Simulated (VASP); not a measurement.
# BeTe (a) (F-43m) in VASP: further runs

Runs on BeTe (a). Level: PBE. Tasks: single point.

All numbers are computed with VASP 6.6.1; they aren't measurements. Logs are shortened: lines on timing, memory, paths and dates and some standing lists are left out, and cuts for length are marked.

**1. The cell of the first run**

Symmetry: F-43m, No. 216, cubic system. Conventional cell: a = 5.664 Å, b = 5.664 Å, c = 5.664 Å, α = 90.00°, β = 90.00°, γ = 90.00°. Within 3.2 Å of Be (site symmetry -43m) lie 4 Te at 2.45 Å. Te (site symmetry -43m) has 4 Be at 2.45 Å within 3.2 Å.

**2. Single point, PBE**

The input, INCAR:

```
PREC     = Accurate       # precision mode
ENCUT    = 600            # plane-wave cutoff, eV
EDIFF    = 1E-6           # SCF threshold, eV
ISMEAR   = 0              # smearing method
SIGMA    = 0.02           # smearing width, eV
LREAL    = F              # projectors in reciprocal space
LASPH    = T              # aspherical terms in the spheres
NELM     = 120            # most SCF steps
ALGO     = Normal         # electronic algorithm
ISIF     = 2              # what is computed and relaxed
LWAVE    = F              # write WAVECAR
LCHARG   = T              # write CHGCAR
GGA      = PE             # functional
LELF     = T              # ELF
LVHAR    = T            
NBANDS   = 11             # bands
GGA_COMPAT= F
```

The input, KPOINTS:

```
regular mesh
0
Gamma
  8 8 8
```

The input, POSCAR:

```
BeTe
1.0
    0.0000000000      2.8321709193      2.8321709193
    2.8321709193      0.0000000000      2.8321709193
    2.8321709193      2.8321709193      0.0000000000
Be Te
1 1
Direct
    0.0000000000      0.0000000000      0.0000000000
    0.2500000000      0.2500000000      0.2500000000
```

Potentials or basis: VASP PAW PBE potentials, release 64 (Be, Te).

Launch:

```
cat potpaw_PBE.64/Be/POTCAR potpaw_PBE.64/Te/POTCAR > POTCAR
mpirun -np 1 vasp_std > vasp.out
```

OUTCAR:

```text
PREC = Accurate
   ENCUT = 600
   EDIFF = 1E-6
   ISMEAR = 0
   LREAL = F
   LASPH = T
   NELM = 120
   ISIF = 2
   GGA = PE

 ion  position               nearest neighbor table
   1  0.000  0.000  0.000-   2 2.45   2 2.45   2 2.45   2 2.45
   2  0.250  0.250  0.250-   1 2.45   1 2.45   1 2.45   1 2.45

  LATTYP: Found a face centered cubic cell.
 ALAT       =     5.6643418386

  Lattice vectors:

 A1 = (   0.0000000000,   2.8321709193,   2.8321709193)
 A2 = (   2.8321709193,   0.0000000000,   2.8321709193)
 A3 = (   2.8321709193,   2.8321709193,   0.0000000000)

Analysis of symmetry for initial positions (statically):
=====================================================================
 Subroutine PRICEL returns:
 Original cell was already a primitive cell.

 Routine SETGRP: Setting up the symmetry group for a
 face centered cubic supercell.

 Subroutine GETGRP returns: Found 24 space group operations
 (whereof 24 operations were pure point group operations)
 out of a pool of 48 trial point group operations.

The static configuration has the point symmetry T_d .

Analysis of symmetry for dynamics (positions and initial velocities):
=====================================================================
 Subroutine PRICEL returns:
 Original cell was already a primitive cell.

 Routine SETGRP: Setting up the symmetry group for a
 face centered cubic supercell.

 Subroutine GETGRP returns: Found 24 space group operations
 (whereof 24 operations were pure point group operations)
 out of a pool of 48 trial point group operations.

The dynamic configuration has the point symmetry T_d .

 Subroutine INISYM returns: Found 24 space group operations
 (whereof 24 operations are pure point group operations),
 and found     1 'primitive' translations

----------------------------------------------------------------------------------------

                                     Primitive cell

  volume of cell :      45.4348

  direct lattice vectors                    reciprocal lattice vectors
     0.000000000  2.832170919  2.832170919    -0.176543017  0.176543017  0.176543017
     2.832170919  0.000000000  2.832170919     0.176543017 -0.176543017  0.176543017
     2.832170919  2.832170919  0.000000000     0.176543017  0.176543017 -0.176543017

  length of vectors
     4.005294525  4.005294525  4.005294525     0.305781476  0.305781476  0.305781476

  position of ions in fractional coordinates (direct lattice)
     0.000000000  0.000000000  0.000000000
     0.250000000  0.250000000  0.250000000

  ion indices of the primitive-cell ions
   primitive index   ion index
                 1           1
                 2           2

----------------------------------------------------------------------------------------

 KPOINTS: regular mesh

Automatic generation of k-mesh.
 Grid dimensions read from file:
 generate k-points for:    8    8    8

 Generating k-lattice:

  Cartesian coordinates                     Fractional coordinates (reciprocal lattice)
    -0.022067877  0.022067877  0.022067877     0.125000000  0.000000000  0.000000000
     0.022067877 -0.022067877  0.022067877     0.000000000  0.125000000  0.000000000
     0.022067877  0.022067877 -0.022067877     0.000000000  0.000000000  0.125000000

  Length of vectors
     0.038222684  0.038222684  0.038222684

  Shift w.r.t. Gamma in fractional coordinates (k-lattice)
     0.000000000  0.000000000  0.000000000

 Subroutine IBZKPT returns following result:
 ===========================================

 Found     29 irreducible k-points:

 Following reciprocal coordinates:
            Coordinates               Weight
  0.000000  0.000000  0.000000      1.000000
  0.125000  0.000000  0.000000      8.000000
  0.250000  0.000000  0.000000      8.000000
  0.375000  0.000000  0.000000      8.000000
  0.500000  0.000000  0.000000      4.000000
  0.125000  0.125000  0.000000      6.000000
[... 16 lines left out ...]
  0.500000  0.250000  0.125000     48.000000
 -0.375000  0.250000  0.125000     24.000000
 [... further k-points ...]
   k-points           NKPTS =     29   k-points in BZ     NKDIM =     29   number of bands    NBANDS=     11
   number of dos      NEDOS =    301   number of ions     NIONS =      2
   total plane-waves  NPLWV =  32768
   dimension x,y,z NGX =    32 NGY =   32 NGZ =   32
   dimension x,y,z NGXF=    64 NGYF=   64 NGZF=   64
   ions per type =               1   1
   NGX,Y,Z   is equivalent  to a cutoff of  13.28, 13.28, 13.28 a.u.
   NGXF,Y,Z  is equivalent  to a cutoff of  26.56, 26.56, 26.56 a.u.
 SYSTEM =  unknown system
   PREC   = accura    normal or accurate (medium, high low for compatibility)
   ISTART =      0    job   : 0-new  1-cont  2-samecut
   ICHARG =      2    charge: 1-file 2-atom 10-const
   ISPIN  =      1    spin polarized calculation?
   LNONCOLLINEAR =      F non collinear calculations
   LSORBIT =      F    spin-orbit coupling
   LASPH  =      T    aspherical Exc in radial PAW
   ENCUT  =  600.0 eV  44.10 Ry    6.64 a.u.   8.00  8.00  8.00*2*pi/ulx,y,z
   NELM   =    120;   NELMIN=  2; NELMDL= -5     # of ELM steps
   EDIFF  = 0.1E-05   stopping-criterion for ELM
   LREAL  =      F    real-space projection
   EDIFFG = 0.1E-04   stopping-criterion for IOM
   NSW    =      0    number of steps for IOM
   IBRION =     -1    ionic relax: 0-MD 1-quasi-New 2-CG
   NFREE  =      0    steps in history (QN), initial steepest desc. (CG)
   ISIF   =      2    stress and relaxation
   ISYM   =      2    0-nonsym 1-usesym 2-fastsym
   POTIM  = 0.5000    time-step for ionic-motion
   TEBEG  =    0.0;   TEEND  =   0.0 temperature during run
   PSTRESS=    0.0 pullay stress
   NELECT =       8.0000    total number of electrons
   NUPDOWN=      -1.0000    fix difference up-down
   EMIN   =  10.00;   EMAX   =-10.00  energy-range for DOS
   EFERMI =   0.00;   METHOD = LEGACY
   ISMEAR =     0;   SIGMA  =   0.02  broadening in eV -4-tet -1-fermi 0-gaus
   EFERMI_NEDOS =   21; number of points for ismear=-14 and -15
   IALGO  =     38    algorithm
   IMIX   =      4    mixing-type and parameters
     AMIX     =   0.40;   BMIX     =  1.00
     AMIX_MAG =   1.60;   BMIX_MAG =  1.00
  volume/ion in A,a.u.               =      22.72       153.30
  Fermi-wavevector in a.u.,A,eV,Ry     =   0.917576  1.733967 11.455366  0.841946
  Thomas-Fermi vector in A             =   2.042560
   LORBIT       =      0    0 simple, 1 ext, 2 COOP (PROOUT), +10 PAW based schemes
   GGA     = PE    functional components
   LHFCALC =     F    Hartree Fock is set to
   AEXX    =    0.0000 exact exchange contribution
   IVDW    =     0    specifies the selected vdW correction
   LEPSILON=     F    determine dielectric tensor
   LRPA    =     F    only Hartree local field effects (RPA)
 non-spin polarized calculation
 Gauss-broadening in eV      SIGMA  =   0.02
  energy-cutoff  :      600.00
  volume of cell :       45.43
 maximum number of plane-waves:      1540
   NGX = 15   NGY = 15   NGZ = 15

 number of electron       8.0000000 magnetization

 Free energy of the ion-electron system (eV)
  ---------------------------------------------------
  ext. energy  EPLUGINS =         0.00000000
  ---------------------------------------------------
  free energy    TOTEN  =        -7.62450693 eV

  energy without entropy =       -7.62450693  energy(sigma->0) =       -7.62450693

 E-fermi :   5.0283     XC(G=0):  -8.9879

 val. band max:        4.9054953331   @ k =   0.0000   0.0000   0.0000
 cond. band min:       6.9207377869   @ k =   0.5000   0.5000   0.0000
 fundamental gap:      2.0152424538
 Fermi energy:         5.0283306370

 k-point     1 :       0.0000    0.0000    0.0000
  band No.  band energies     occupation
      1      -7.2795      2.00000
      2       4.9055      2.00000
      3       4.9055      2.00000
      4       4.9055      2.00000
      5       8.5292      0.00000
      6       8.5292      0.00000
      7       8.5292      0.00000
      8       8.6021      0.00000
      9      13.1964      0.00000
     10      15.1142      0.00000
     11      15.1142      0.00000

 k-point     2 :       0.1250    0.0000    0.0000
  band No.  band energies     occupation
      1      -7.1355      2.00000
      2       3.6129      2.00000
      3       4.6776      2.00000
      4       4.6776      2.00000
      5       8.4132      0.00000
      6       8.8642      0.00000
      7       8.8642      0.00000
      8       9.9157      0.00000
      9      13.6222      0.00000
     10      14.2076      0.00000
     11      14.2076      0.00000

 k-point     3 :       0.2500    0.0000    0.0000
  band No.  band energies     occupation
      1      -6.7393      2.00000
      2       1.6449      2.00000
      3       4.2502      2.00000
      4       4.2502      2.00000
      5       8.1807      0.00000
      6       9.3872      0.00000
      7       9.3872      0.00000
      8      11.8474      0.00000
      9      13.9318      0.00000
     10      13.9318      0.00000
     11      13.9378      0.00000

 k-point     4 :       0.3750    0.0000    0.0000
  band No.  band energies     occupation
      1      -6.2376      2.00000
      2       0.0946      2.00000
      3       3.9201      2.00000
      4       3.9201      2.00000
      5       8.0001      0.00000
      6       9.5281      0.00000
      7       9.5281      0.00000
      8      12.7476      0.00000
      9      14.5879      0.00000
     10      14.9508      0.00000
     11      14.9508      0.00000
[... 239 lines left out ...]
 k-point    22 :       0.3750    0.2500    0.1250
  band No.  band energies     occupation
      1      -6.4122      2.00000
      2       1.3901      2.00000
      3       2.7119      2.00000
      4       3.7097      2.00000
      5       8.5063      0.00000
      6       9.6946      0.00000
      7      10.3070      0.00000
      8      11.1469      0.00000
      9      13.8988      0.00000
     10      15.4207      0.00000
     11      15.9563      0.00000

 k-point    23 :       0.5000    0.2500    0.1250
  band No.  band energies     occupation
      1      -5.9678      2.00000
      2       0.3642      2.00000
      3       2.1812      2.00000
      4       3.2665      2.00000
      5       8.9374      0.00000
      6       9.5742      0.00000
      7      10.7936      0.00000
      8      11.7789      0.00000
      9      14.7053      0.00000
     10      15.1626      0.00000
     11      17.0807      0.00000

 k-point    24 :      -0.3750    0.2500    0.1250
  band No.  band energies     occupation
      1      -5.7452      2.00000
      2      -0.1150      2.00000
      3       2.0710      2.00000
      4       3.0500      2.00000
      5       9.0879      0.00000
      6       9.2954      0.00000
      7      11.5184      0.00000
      8      12.6006      0.00000
      9      13.3798      0.00000
     10      16.4221      0.00000
     11      16.7603      0.00000

 [... further k-points ...]

------------------------ aborting loop because EDIFF is reached ----------------------------------------

  FORCE on cell =-STRESS in cart. coord.  units (eV):
  Direction    XX          YY          ZZ          XY          YZ          ZX
  --------------------------------------------------------------------------------------
  -------------------------------------------------------------------------------------
  Total        0.0341636      0.0341636      0.0341636     -0.0000000     -0.0000000     -0.0000000
  in kB        1.2047190      1.2047190      1.2047190     -0.0000000     -0.0000000     -0.0000000
  external PRESSURE =       1.2047190 kB  Pullay stress =       0.0000000 kB

 VOLUME and BASIS-vectors are now :
 -----------------------------------------------------------------------------
  energy-cutoff  :      600.00
  volume of cell :       45.43
      direct lattice vectors                 reciprocal lattice vectors
     0.000000000  2.832170919  2.832170919    -0.176543017  0.176543017  0.176543017
     2.832170919  0.000000000  2.832170919     0.176543017 -0.176543017  0.176543017
     2.832170919  2.832170919  0.000000000     0.176543017  0.176543017 -0.176543017

 POSITION                                       TOTAL-FORCE (eV/Angst)
 -----------------------------------------------------------------------------------
      0.00000      0.00000      0.00000        -0.000000     -0.000000     -0.000000
      1.41609      1.41609      1.41609         0.000000      0.000000      0.000000
 -----------------------------------------------------------------------------------
    total drift:                                0.000000      0.000000      0.000000

  FREE ENERGIE OF THE ION-ELECTRON SYSTEM (eV)
  ---------------------------------------------------
  free  energy   TOTEN  =        -7.6245069268 eV

  energy  without entropy=       -7.6245069268  energy(sigma->0) =       -7.62450693
```

Run time: 17 s. Hardware: 1 thread of AMD EPYC 9R45 (Zen 5), shared host; peak memory 0.15 GiB.

What came out:

| Property | Result |
| --- | --- |
| Free energy | -7.6245 eV |
| Pressure | 0.1 GPa |
| Band gap on the k mesh | 2.02 eV, indirect (least direct gap 3.62 eV) |

Caveat: spin-orbit coupling is left out, which moves the levels of the heavy elements. A k mesh can miss the band edges.

**3. Single point, PBE**

The input, INCAR:

```
SYSTEM = BeTe
  ALGO = Normal
  EDIFF = 1E-6
  ENCUT = 600
  GGA = PE
  GGA_COMPAT = .FALSE.
  ISIF = 2
  ISMEAR = 0
  LASPH = .TRUE.
  LCHARG = .FALSE.
  LREAL = .FALSE.
  LWAVE = .FALSE.
  NBANDS = 11
  NELM = 120
  PREC = Accurate
  SIGMA = 0.02
```

The input, KPOINTS:

```
k-points
0
G
  8 8 8
  0 0 0
```

POSCAR is that of step 2.

Potentials or basis: VASP PAW PBE potentials, release 64 (Be, Te).

Launch:

```
cat potpaw_PBE.64/Be/POTCAR potpaw_PBE.64/Te/POTCAR > POTCAR
mpirun -np 1 vasp_std > vasp.out
```

Run time: 16 s. Hardware: 1 thread of AMD EPYC 9R45 (Zen 5), shared host; peak memory 0.14 GiB.

It converged, with:

```
Free energy            : -7.6245 eV
Pressure               : 0.1 GPa
Band gap on the k mesh : 2.02 eV, indirect (least direct gap 3.62 eV)
```

Levels at points of the mesh, in eV from the valence-band top:
```tsv
k point	band 1	band 2	band 3	band 4	band 5	band 6	band 7	band 8
(0.00, 0.00, 0.00)	-12.18	0.00	0.00	0.00	3.62	3.62	3.62	3.70
(0.50, 0.00, 0.00)	-10.88	-5.43	-1.10	-1.10	3.03	4.60	4.60	7.82
(0.50, 0.50, 0.00)	-10.41	-5.02	-2.58	-2.58	2.02	2.69	9.60	9.60
```

Caveat: spin-orbit coupling is left out, which moves the levels of the heavy elements.
